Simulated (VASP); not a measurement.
# NaHF2 (R-3m) in VASP: single point with LDA

Aim: the single point of NaHF2 with LDA.

All numbers are computed with VASP 6.6.1; they aren't measurements. Logs are shortened: lines on timing, memory, paths and dates and some standing lists are left out, and cuts for length are marked.

### Step 1. The cell of the first run

It takes space group R-3m (No. 166, trigonal). Conventional cell: a = 3.395 Å, b = 3.395 Å, c = 13.708 Å, α = 90.00°, β = 90.00°, γ = 120.00°. Within 3.1 Å of Na (site symmetry -3m) lie 6 F at 2.27 Å and 6 H at 3.01 Å. H (site symmetry -3m) has 2 F at 1.13 Å within 1.5 Å. Within 1.5 Å of F (site symmetry 3m) lie 1 H at 1.13 Å.

### Step 2. Single point, LDA

Input file INCAR:

```
PREC = Accurate
ENCUT = 970
EDIFF = 1E-6
ISMEAR = 0
SIGMA = 0.01
LREAL = F
LASPH = T
NELM = 120
ALGO = Normal
ISIF = 2
LWAVE = F
LCHARG = F
NBANDS = 20
GGA_COMPAT = F
```

Input file KPOINTS:

```
Automatic mesh
0
Gamma
  8 8 8
```

Input file POSCAR:

```
NaHF2
1.0
    1.6977160746      0.9801768327      4.5692389264
   -1.6977160746      0.9801768327      4.5692389264
    0.0000000000     -1.9603536654      4.5692389264
Na H F
1 1 2
Direct
    0.0000000000      0.0000000000      0.0000000000
    0.5000000000      0.5000000000      0.5000000000
    0.4172389337      0.4172389337      0.4172389337
    0.5827610663      0.5827610663      0.5827610663
```

Potentials or basis: VASP PAW LDA potentials, release 64 (Na_sv, H, F).

The run is started by

```bash
> cat potpaw_LDA.64/Na_sv/POTCAR potpaw_LDA.64/H/POTCAR potpaw_LDA.64/F/POTCAR > POTCAR
> mpirun -np 1 vasp_std > vasp.out
```

OUTCAR:

```text
PREC = Accurate
   ENCUT = 970
   EDIFF = 1E-6
   ISMEAR = 0
   LREAL = F
   LASPH = T
   NELM = 120
   ISIF = 2

 ion  position               nearest neighbor table
   1  0.000  0.000  0.000-
   2  0.500  0.500  0.500-   3 1.13   4 1.13
   3  0.417  0.417  0.417-   2 1.13
   4  0.583  0.583  0.583-   2 1.13

  LATTYP: Found a trigonal (rhomboedric) cell.
 ALAT       =     4.9720147687
 COS(alpha) =     0.7668178527

  Lattice vectors:

 A1 = (   1.6977160746,   0.9801768327,   4.5692389264)
 A2 = (  -1.6977160746,   0.9801768327,   4.5692389264)
 A3 = (   0.0000000000,  -1.9603536654,   4.5692389264)

Analysis of symmetry for initial positions (statically):
=====================================================================
 Subroutine PRICEL returns:
 Original cell was already a primitive cell.

 Routine SETGRP: Setting up the symmetry group for a
 trigonal (rhombohedral) supercell.

 Subroutine GETGRP returns: Found 12 space group operations
 (whereof 12 operations were pure point group operations)
 out of a pool of 12 trial point group operations.

The static configuration has the point symmetry D_3d.

Analysis of symmetry for dynamics (positions and initial velocities):
=====================================================================
 Subroutine PRICEL returns:
 Original cell was already a primitive cell.

 Routine SETGRP: Setting up the symmetry group for a
 trigonal (rhombohedral) supercell.

 Subroutine GETGRP returns: Found 12 space group operations
 (whereof 12 operations were pure point group operations)
 out of a pool of 12 trial point group operations.

The dynamic configuration has the point symmetry D_3d.

 Subroutine INISYM returns: Found 12 space group operations
 (whereof 12 operations are pure point group operations),
 and found     1 'primitive' translations

----------------------------------------------------------------------------------------

                                     Primitive cell

  volume of cell :      45.6210

  direct lattice vectors                    reciprocal lattice vectors
     1.697716075  0.980176833  4.569238926     0.294513321  0.170037345  0.072951609
    -1.697716075  0.980176833  4.569238926    -0.294513321  0.170037345  0.072951609
     0.000000000 -1.960353665  4.569238926     0.000000000 -0.340074691  0.072951609

  length of vectors
     4.972014769  4.972014769  4.972014769     0.347811346  0.347811346  0.347811346

  position of ions in fractional coordinates (direct lattice)
     0.000000000  0.000000000  0.000000000
     0.500000000  0.500000000  0.500000000
     0.417238934  0.417238934  0.417238934
     0.582761066  0.582761066  0.582761066

  ion indices of the primitive-cell ions
   primitive index   ion index
                 1           1
                 2           2
                 3           3
                 4           4

----------------------------------------------------------------------------------------

 KPOINTS: Automatic mesh

Automatic generation of k-mesh.
 Grid dimensions read from file:
 generate k-points for:    8    8    8

 Generating k-lattice:

  Cartesian coordinates                     Fractional coordinates (reciprocal lattice)
     0.036814165  0.021254668  0.009118951     0.125000000  0.000000000 -0.000000000
    -0.036814165  0.021254668  0.009118951     0.000000000  0.125000000 -0.000000000
     0.000000000 -0.042509336  0.009118951    -0.000000000 -0.000000000  0.125000000

  Length of vectors
     0.043476418  0.043476418  0.043476418

  Shift w.r.t. Gamma in fractional coordinates (k-lattice)
     0.000000000  0.000000000  0.000000000

 Subroutine IBZKPT returns following result:
 ===========================================

 Found     65 irreducible k-points:

 Following reciprocal coordinates:
            Coordinates               Weight
  0.000000  0.000000  0.000000      1.000000
  0.125000  0.000000  0.000000      6.000000
  0.250000  0.000000  0.000000      6.000000
  0.375000  0.000000  0.000000      6.000000
  0.500000  0.000000  0.000000      3.000000
  0.125000  0.125000  0.000000      6.000000
[... 16 lines left out ...]
  0.250000  0.125000  0.125000      6.000000
  0.375000  0.125000  0.125000      6.000000
 [... further k-points ...]
   k-points           NKPTS =     65   k-points in BZ     NKDIM =     65   number of bands    NBANDS=     20
   number of dos      NEDOS =    301   number of ions     NIONS =      4
   total plane-waves  NPLWV = 157464
   dimension x,y,z NGX =    54 NGY =   54 NGZ =   54
   dimension x,y,z NGXF=   108 NGYF=  108 NGZF=  108
   ions per type =               1   1   2
   NGX,Y,Z   is equivalent  to a cutoff of  18.06, 18.06, 18.06 a.u.
   NGXF,Y,Z  is equivalent  to a cutoff of  36.11, 36.11, 36.11 a.u.
 SYSTEM =  unknown system
   PREC   = accura    normal or accurate (medium, high low for compatibility)
   ISTART =      0    job   : 0-new  1-cont  2-samecut
   ICHARG =      2    charge: 1-file 2-atom 10-const
   ISPIN  =      1    spin polarized calculation?
   LNONCOLLINEAR =      F non collinear calculations
   LSORBIT =      F    spin-orbit coupling
   LASPH  =      T    aspherical Exc in radial PAW
   ENCUT  =  970.0 eV  71.29 Ry    8.44 a.u.  12.63 12.63 12.63*2*pi/ulx,y,z
   NELM   =    120;   NELMIN=  2; NELMDL= -5     # of ELM steps
   EDIFF  = 0.1E-05   stopping-criterion for ELM
   LREAL  =      F    real-space projection
   EDIFFG = 0.1E-04   stopping-criterion for IOM
   NSW    =      0    number of steps for IOM
   IBRION =     -1    ionic relax: 0-MD 1-quasi-New 2-CG
   NFREE  =      0    steps in history (QN), initial steepest desc. (CG)
   ISIF   =      2    stress and relaxation
   ISYM   =      2    0-nonsym 1-usesym 2-fastsym
   POTIM  = 0.5000    time-step for ionic-motion
   TEBEG  =    0.0;   TEEND  =   0.0 temperature during run
   PSTRESS=    0.0 pullay stress
   NELECT =      24.0000    total number of electrons
   NUPDOWN=      -1.0000    fix difference up-down
   EMIN   =  10.00;   EMAX   =-10.00  energy-range for DOS
   EFERMI =   0.00;   METHOD = LEGACY
   ISMEAR =     0;   SIGMA  =   0.01  broadening in eV -4-tet -1-fermi 0-gaus
   EFERMI_NEDOS =   21; number of points for ismear=-14 and -15
   IALGO  =     38    algorithm
   IMIX   =      4    mixing-type and parameters
     AMIX     =   0.40;   BMIX     =  1.00
     AMIX_MAG =   1.60;   BMIX_MAG =  1.00
  volume/ion in A,a.u.               =      11.41        76.97
  Fermi-wavevector in a.u.,A,eV,Ry     =   1.321571  2.497406 23.763240  1.746549
  Thomas-Fermi vector in A             =   2.451315
   LORBIT       =      0    0 simple, 1 ext, 2 COOP (PROOUT), +10 PAW based schemes
   GGA     = CA    functional components
   LHFCALC =     F    Hartree Fock is set to
   AEXX    =    0.0000 exact exchange contribution
   IVDW    =     0    specifies the selected vdW correction
   LEPSILON=     F    determine dielectric tensor
   LRPA    =     F    only Hartree local field effects (RPA)
 non-spin polarized calculation
 Gauss-broadening in eV      SIGMA  =   0.01
  energy-cutoff  :      970.00
  volume of cell :       45.62
 maximum number of plane-waves:      3157
 NGX is ok and might be reduce to    54
   NGX = 25   NGY = 25   NGZ = 25

 number of electron      23.9999999 magnetization

 Free energy of the ion-electron system (eV)
  ---------------------------------------------------
  ext. energy  EPLUGINS =         0.00000000
  ---------------------------------------------------
  free energy    TOTEN  =       -18.78083093 eV

  energy without entropy =      -18.78083093  energy(sigma->0) =      -18.78083093

 E-fermi :  -3.7904     XC(G=0):  -9.0049

 val. band max:       -3.8707055627   @ k =   0.5000   0.5000   0.5000
 cond. band min:       2.8751175169   @ k =   0.0000   0.0000   0.0000
 fundamental gap:      6.7458230796
 Fermi energy:        -3.7904150303

 k-point     1 :       0.0000    0.0000    0.0000
  band No.  band energies     occupation
      1     -49.4914      2.00000
      2     -24.0798      2.00000
      3     -23.0085      2.00000
      4     -22.0230      2.00000
      5     -22.0230      2.00000
      6     -21.7130      2.00000
[... 12 lines left out ...]
     19      17.4866      0.00000
     20      17.4866      0.00000

 k-point     2 :       0.1250    0.0000    0.0000
  band No.  band energies     occupation
      1     -49.4903      2.00000
      2     -24.0850      2.00000
      3     -22.9719      2.00000
      4     -22.0264      2.00000
      5     -22.0095      2.00000
      6     -21.7500      2.00000
[... 12 lines left out ...]
     19      16.3117      0.00000
     20      17.1383      0.00000

 k-point     3 :       0.2500    0.0000    0.0000
  band No.  band energies     occupation
      1     -49.4879      2.00000
      2     -24.0970      2.00000
      3     -22.8725      2.00000
      4     -22.0348      2.00000
      5     -21.9812      2.00000
      6     -21.8461      2.00000
[... 12 lines left out ...]
     19      15.5554      0.00000
     20      16.6227      0.00000

 k-point     4 :       0.3750    0.0000    0.0000
  band No.  band energies     occupation
      1     -49.4855      2.00000
      2     -24.1086      2.00000
      3     -22.7474      2.00000
      4     -22.0432      2.00000
      5     -22.0115      2.00000
      6     -21.9096      2.00000
[... 429 lines left out ...]
 k-point    23 :       0.2500    0.1250    0.1250
  band No.  band energies     occupation
      1     -49.4903      2.00000
      2     -24.0810      2.00000
      3     -22.9541      2.00000
      4     -22.0263      2.00000
      5     -22.0047      2.00000
      6     -21.7882      2.00000
[... 12 lines left out ...]
     19      16.7548      0.00000
     20      16.7983      0.00000

 k-point    24 :       0.3750    0.1250    0.1250
  band No.  band energies     occupation
      1     -49.4879      2.00000
      2     -24.0836      2.00000
      3     -22.8784      2.00000
      4     -22.0347      2.00000
      5     -21.9555      2.00000
      6     -21.8900      2.00000
[... 12 lines left out ...]
     19      15.6093      0.00000
     20      16.4073      0.00000

 [... further k-points ...]

------------------------ aborting loop because EDIFF is reached ----------------------------------------

  FORCE on cell =-STRESS in cart. coord.  units (eV):
  Direction    XX          YY          ZZ          XY          YZ          ZX
  --------------------------------------------------------------------------------------
  -------------------------------------------------------------------------------------
  Total       -0.5269358     -0.5269358     -0.1117515      0.0000000      0.0000000      0.0000000
  in kB      -18.5056211    -18.5056211     -3.9246353      0.0000000      0.0000000      0.0000000
  external PRESSURE =     -13.6452925 kB  Pullay stress =       0.0000000 kB

 VOLUME and BASIS-vectors are now :
 -----------------------------------------------------------------------------
  energy-cutoff  :      970.00
  volume of cell :       45.62
      direct lattice vectors                 reciprocal lattice vectors
     1.697716075  0.980176833  4.569238926     0.294513321  0.170037345  0.072951609
    -1.697716075  0.980176833  4.569238926    -0.294513321  0.170037345  0.072951609
     0.000000000 -1.960353665  4.569238926     0.000000000 -0.340074691  0.072951609

 POSITION                                       TOTAL-FORCE (eV/Angst)
 -----------------------------------------------------------------------------------
      0.00000      0.00000      0.00000         0.000000      0.000000     -0.000000
      0.00000      0.00000      6.85386        -0.000000      0.000000     -0.000000
      0.00000      0.00000      5.71939         0.000000     -0.000000     -0.282596
      0.00000      0.00000      7.98832         0.000000      0.000000      0.282596
 -----------------------------------------------------------------------------------
    total drift:                               -0.000000     -0.000000      0.000000

  FREE ENERGIE OF THE ION-ELECTRON SYSTEM (eV)
  ---------------------------------------------------
  free  energy   TOTEN  =       -18.7808309348 eV

  energy  without entropy=      -18.7808309348  energy(sigma->0) =      -18.78083093
```

Wall time 4.3 min (1 thread of AMD EPYC 7R13 (Zen 3), shared host); peak memory 0.33 GiB.

What came out:

* Free energy: -18.7808 eV
* Pressure: -1.4 GPa
* Largest force: 0.283 eV/Å
* Band gap on the k mesh: 6.75 eV (least direct gap 6.95 eV)

Forces in eV/Å, atoms in the order of the input:
```
Na   0.000  0.000  0.000
H    0.000  0.000  0.000
F    0.000  0.000 -0.283
F    0.000  0.000  0.283
```
